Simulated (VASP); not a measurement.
# CdSe (P6_3mc) in VASP: a series of runs, part 2 of 2

VASP 6.6.1. The steps go on from the part before.

## (4) Single point, r2SCAN (uniaxial z strain +2.0%)

POSCAR

```
CdSe
1.0
    4.3407236660      0.0000000000      0.0000000000
   -2.1703618330      3.7591769656      0.0000000000
    0.0000000000      0.0000000000      7.2181788987
Cd Se
2 2
Direct
    0.3333333333      0.6666666667      0.0015566775
    0.6666666667      0.3333333333      0.5015566775
    0.3333333333      0.6666666667      0.3734433225
    0.6666666667      0.3333333333      0.8734433225
```

INCAR.step1

```
PREC = Accurate
ENCUT = 520
ISMEAR = 0
SIGMA = 0.01
LREAL = False
LASPH = True
NELM = 100
NBANDS = 26
GGA = PE
ALGO = Normal
EDIFF = 1E-4
LWAVE = True
LCHARG = False
```

INCAR.step2

```
PREC = Accurate
ENCUT = 520
EDIFF = 1E-6
ISMEAR = 0
SIGMA = 0.01
LREAL = False
LASPH = True
NELM = 100
ALGO = Normal
ISIF = 2
LWAVE = False
LCHARG = False
METAGGA = R2SCAN
LMIXTAU = True
NBANDS = 26
ISTART = 1
```

KPOINTS

```
regular mesh
0
Gamma
  12 12 4
```

Potentials or basis: VASP PAW PBE potentials, release 64 (Cd, Se).

Started as:

```bash
cat potpaw_PBE.64/Cd/POTCAR potpaw_PBE.64/Se/POTCAR > POTCAR
cp INCAR.step1 INCAR
mpirun -np 1 vasp_std > vasp.out
cp INCAR.step2 INCAR
mpirun -np 1 vasp_std > vasp.out
```

OUTCAR:

```text
PREC = Accurate
   ENCUT = 520
   EDIFF = 1E-6
   ISMEAR = 0
   LREAL = False
   LASPH = True
   NELM = 100
   ISIF = 2
   METAGGA = R2SCAN
   ISTART = 1

 ion  position               nearest neighbor table
   1  0.333  0.667  0.002-   4 2.67   4 2.67   4 2.67   3 2.68
   2  0.667  0.333  0.502-   3 2.67   3 2.67   3 2.67   4 2.68
   3  0.333  0.667  0.373-   2 2.67   2 2.67   2 2.67   1 2.68
   4  0.667  0.333  0.873-   1 2.67   1 2.67   1 2.67   2 2.68

  LATTYP: Found a hexagonal cell.
 ALAT       =     4.3407236660
 C/A-ratio  =     1.6628975844

  Lattice vectors:

 A1 = (   4.3407236660,   0.0000000000,   0.0000000000)
 A2 = (  -2.1703618330,   3.7591769656,   0.0000000000)
 A3 = (   0.0000000000,   0.0000000000,   7.2181788987)

Analysis of symmetry for initial positions (statically):
=====================================================================
 Subroutine PRICEL returns:
 Original cell was already a primitive cell.

 Routine SETGRP: Setting up the symmetry group for a
 hexagonal supercell.

 Subroutine GETGRP returns: Found 12 space group operations
 (whereof  6 operations were pure point group operations)
 out of a pool of 24 trial point group operations.

The static configuration has the point symmetry C_3v.
 The point group associated with its full space group is C_6v.

Analysis of symmetry for dynamics (positions and initial velocities):
=====================================================================
 Subroutine PRICEL returns:
 Original cell was already a primitive cell.

 Routine SETGRP: Setting up the symmetry group for a
 hexagonal supercell.

 Subroutine GETGRP returns: Found 12 space group operations
 (whereof  6 operations were pure point group operations)
 out of a pool of 24 trial point group operations.

The dynamic configuration has the point symmetry C_3v.
 The point group associated with its full space group is C_6v.

 Subroutine INISYM returns: Found 12 space group operations
 (whereof  6 operations are pure point group operations),
 and found     1 'primitive' translations

----------------------------------------------------------------------------------------

                                     Primitive cell

  volume of cell :     117.7830

  direct lattice vectors                    reciprocal lattice vectors
     4.340723666  0.000000000  0.000000000     0.230376333  0.133007838  0.000000000
    -2.170361833  3.759176966  0.000000000     0.000000000  0.266015676  0.000000000
     0.000000000  0.000000000  7.218178899     0.000000000  0.000000000  0.138539099

  length of vectors
     4.340723666  4.340723666  7.218178899     0.266015676  0.266015676  0.138539099

  position of ions in fractional coordinates (direct lattice)
     0.333333333  0.666666667  0.001556677
     0.666666667  0.333333333  0.501556677
     0.333333333  0.666666667  0.373443323
     0.666666667  0.333333333  0.873443323

  ion indices of the primitive-cell ions
   primitive index   ion index
                 1           1
                 2           2
                 3           3
                 4           4

----------------------------------------------------------------------------------------

 KPOINTS: regular mesh

Automatic generation of k-mesh.
 Grid dimensions read from file:
 generate k-points for:   12   12    4

 Generating k-lattice:

  Cartesian coordinates                     Fractional coordinates (reciprocal lattice)
     0.019198028  0.011083986  0.000000000     0.083333333  0.000000000  0.000000000
     0.000000000  0.022167973  0.000000000     0.000000000  0.083333333  0.000000000
     0.000000000  0.000000000  0.034634775     0.000000000  0.000000000  0.250000000

  Length of vectors
     0.022167973  0.022167973  0.034634775

  Shift w.r.t. Gamma in fractional coordinates (k-lattice)
     0.000000000  0.000000000  0.000000000

 Subroutine IBZKPT returns following result:
 ===========================================

 Found     57 irreducible k-points:

 Following reciprocal coordinates:
            Coordinates               Weight
  0.000000  0.000000  0.000000      1.000000
  0.083333  0.000000  0.000000      6.000000
  0.166667  0.000000  0.000000      6.000000
  0.250000  0.000000  0.000000      6.000000
  0.333333  0.000000  0.000000      6.000000
  0.416667  0.000000  0.000000      6.000000
[... 16 lines left out ...]
  0.250000  0.000000  0.250000     12.000000
  0.333333  0.000000  0.250000     12.000000
 [... further k-points ...]
   k-points           NKPTS =     57   k-points in BZ     NKDIM =     57   number of bands    NBANDS=     26
   number of dos      NEDOS =    301   number of ions     NIONS =      4
   total plane-waves  NPLWV =  55296
   dimension x,y,z NGX =    32 NGY =   32 NGZ =   54
   dimension x,y,z NGXF=    64 NGYF=   64 NGZF=  108
   ions per type =               2   2
   NGX,Y,Z   is equivalent  to a cutoff of  12.26, 12.26, 12.44 a.u.
   NGXF,Y,Z  is equivalent  to a cutoff of  24.51, 24.51, 24.87 a.u.
 SYSTEM =  unknown system
   PREC   = accura    normal or accurate (medium, high low for compatibility)
   ISTART =      1    job   : 0-new  1-cont  2-samecut
   ICHARG =      0    charge: 1-file 2-atom 10-const
   ISPIN  =      1    spin polarized calculation?
   LNONCOLLINEAR =      F non collinear calculations
   LSORBIT =      F    spin-orbit coupling
   LASPH  =      T    aspherical Exc in radial PAW
   ENCUT  =  520.0 eV  38.22 Ry    6.18 a.u.   8.07  8.07 13.42*2*pi/ulx,y,z
   NELM   =    100;   NELMIN=  2; NELMDL=  0     # of ELM steps
   EDIFF  = 0.1E-05   stopping-criterion for ELM
   LREAL  =      F    real-space projection
   EDIFFG = 0.1E-04   stopping-criterion for IOM
   NSW    =      0    number of steps for IOM
   IBRION =     -1    ionic relax: 0-MD 1-quasi-New 2-CG
   NFREE  =      0    steps in history (QN), initial steepest desc. (CG)
   ISIF   =      2    stress and relaxation
   ISYM   =      2    0-nonsym 1-usesym 2-fastsym
   POTIM  = 0.5000    time-step for ionic-motion
   TEBEG  =    0.0;   TEEND  =   0.0 temperature during run
   PSTRESS=    0.0 pullay stress
   NELECT =      36.0000    total number of electrons
   NUPDOWN=      -1.0000    fix difference up-down
   EMIN   =  10.00;   EMAX   =-10.00  energy-range for DOS
   EFERMI =   0.00;   METHOD = LEGACY
   ISMEAR =     0;   SIGMA  =   0.01  broadening in eV -4-tet -1-fermi 0-gaus
   EFERMI_NEDOS =   21; number of points for ismear=-14 and -15
   IALGO  =     38    algorithm
   IMIX   =      4    mixing-type and parameters
     AMIX     =   0.40;   BMIX     =  1.00
     AMIX_MAG =   1.60;   BMIX_MAG =  1.00
  volume/ion in A,a.u.               =      29.45       198.71
  Fermi-wavevector in a.u.,A,eV,Ry     =   1.102761  2.083917 16.545804  1.216082
  Thomas-Fermi vector in A             =   2.239209
   LORBIT       =      0    0 simple, 1 ext, 2 COOP (PROOUT), +10 PAW based schemes
   METAGGA = R2SCAN    functional components
   LHFCALC =     F    Hartree Fock is set to
   AEXX    =    0.0000 exact exchange contribution
   IVDW    =     0    specifies the selected vdW correction
   LEPSILON=     F    determine dielectric tensor
   LRPA    =     F    only Hartree local field effects (RPA)
 non-spin polarized calculation
 Gauss-broadening in eV      SIGMA  =   0.01
  energy-cutoff  :      520.00
  volume of cell :      117.78
 maximum number of plane-waves:      3192
   NGX = 17   NGY = 17   NGZ = 27

 number of electron      35.9999994 magnetization

 Free energy of the ion-electron system (eV)
  ---------------------------------------------------
  ext. energy  EPLUGINS =         0.00000000
  ---------------------------------------------------
  free energy    TOTEN  =       -71.82500494 eV

  energy without entropy =      -71.82500494  energy(sigma->0) =      -71.82500494

 E-fermi :   0.3867     XC(G=0):  -9.2045

 val. band max:        0.3203070373   @ k =   0.0000   0.0000   0.0000
 cond. band min:       1.3254342274   @ k =   0.0000   0.0000   0.0000
 fundamental gap:      1.0051271901
 Fermi energy:         0.3867425754

 k-point     1 :       0.0000    0.0000    0.0000
  band No.  band energies     occupation
      1     -12.4763      2.00000
      2     -12.1419      2.00000
      3      -7.7312      2.00000
      4      -7.7197      2.00000
      5      -7.7196      2.00000
      6      -7.6551      2.00000
[... 685 lines left out ...]
     25       8.1605      0.00000
     26       9.3945      0.00000

 [... further k-points ...]

------------------------ aborting loop because EDIFF is reached ----------------------------------------

  FORCE on cell =-STRESS in cart. coord.  units (eV):
  Direction    XX          YY          ZZ          XY          YZ          ZX
  --------------------------------------------------------------------------------------
  -------------------------------------------------------------------------------------
  Total       -0.3547256     -0.3547256     -0.9997788      0.0000000      0.0000000      0.0000000
  in kB       -4.8252589     -4.8252589    -13.5997823      0.0000000      0.0000000      0.0000000
  external PRESSURE =      -7.7501000 kB  Pullay stress =       0.0000000 kB

 VOLUME and BASIS-vectors are now :
 -----------------------------------------------------------------------------
  energy-cutoff  :      520.00
  volume of cell :      117.78
      direct lattice vectors                 reciprocal lattice vectors
     4.340723666  0.000000000  0.000000000     0.230376333  0.133007838  0.000000000
    -2.170361833  3.759176966  0.000000000     0.000000000  0.266015676  0.000000000
     0.000000000  0.000000000  7.218178899     0.000000000  0.000000000  0.138539099

 POSITION                                       TOTAL-FORCE (eV/Angst)
 -----------------------------------------------------------------------------------
     -0.00000      2.50612      0.01124        -0.000000     -0.000000     -0.002585
      2.17036      1.25306      3.62033         0.000000      0.000000     -0.002585
     -0.00000      2.50612      2.69558        -0.000000      0.000000      0.002585
      2.17036      1.25306      6.30467         0.000000      0.000000      0.002585
 -----------------------------------------------------------------------------------
    total drift:                               -0.000000      0.000000     -0.004713

  FREE ENERGIE OF THE ION-ELECTRON SYSTEM (eV)
  ---------------------------------------------------
  free  energy   TOTEN  =       -71.8250049441 eV

  energy  without entropy=      -71.8250049441  energy(sigma->0) =      -71.82500494
```

Run time: 3.5 min. Hardware: 1 thread of Intel Xeon 6975P-C (Granite Rapids), shared host; peak memory 0.33 GiB.

Results:

| Item | Value |
| --- | --- |
| Free energy | -71.8250 eV |
| Pressure | -0.8 GPa |
| Band gap on the k mesh | 1.01 eV, direct |

Forces on the atoms (eV/Å):
```
Cd   0.000  0.000 -0.003
Cd   0.000  0.000 -0.003
Se   0.000  0.000  0.003
Se   0.000  0.000  0.003
```

Levels at points of the mesh, in eV from the valence-band top:
```
           k point  band 15  band 16  band 17  band 18  band 19  band 20  band 21  band 22
(0.00, 0.00, 0.00)    -0.69    -0.12     0.00     0.00     1.01     2.72     6.43     6.43
(0.50, 0.00, 0.00)    -2.54    -1.71    -1.29    -0.71     3.52     3.76     4.99     6.31
(0.00, 0.00, 0.50)    -0.36    -0.36    -0.36    -0.36     2.75     2.75     6.16     6.16
(0.50, 0.00, 0.50)    -1.36    -1.36    -1.24    -1.24     3.24     3.24     5.24     5.24
```

Caveat: the cell differs from its parent crystal (uniaxial z strain +2.0%); the PAW data sets were made with another functional, which shifts forces and pressure a little.

## (5) Overview

```csv
cell,gap on the mesh (eV),pressure (GPa)
"a = 4.319, b = 4.319, c = 7.041 Å, angles 90.0, 90.0, 120.0°, 4 atoms",1.13,1.1
"a = 4.341, b = 4.341, c = 7.077 Å, angles 90.0, 90.0, 120.0°, 4 atoms",1.09,0.2
"a = 4.341, b = 4.341, c = 7.218 Å, angles 90.0, 90.0, 120.0°, 4 atoms",1.01,-0.8
```

Alike in all rows: task single point; level r2SCAN; potentials or basis VASP PAW PBE potentials, release 64 (Cd, Se); no spin polarisation; k mesh 12 × 12 × 4; cutoff (eV) 520; smearing gaussian 0.01 eV.

Caveats: the PAW data sets were made with another functional, which shifts forces and pressure a little.

Total energies depend on the potentials used, so only differences within one code and one set of settings carry meaning.
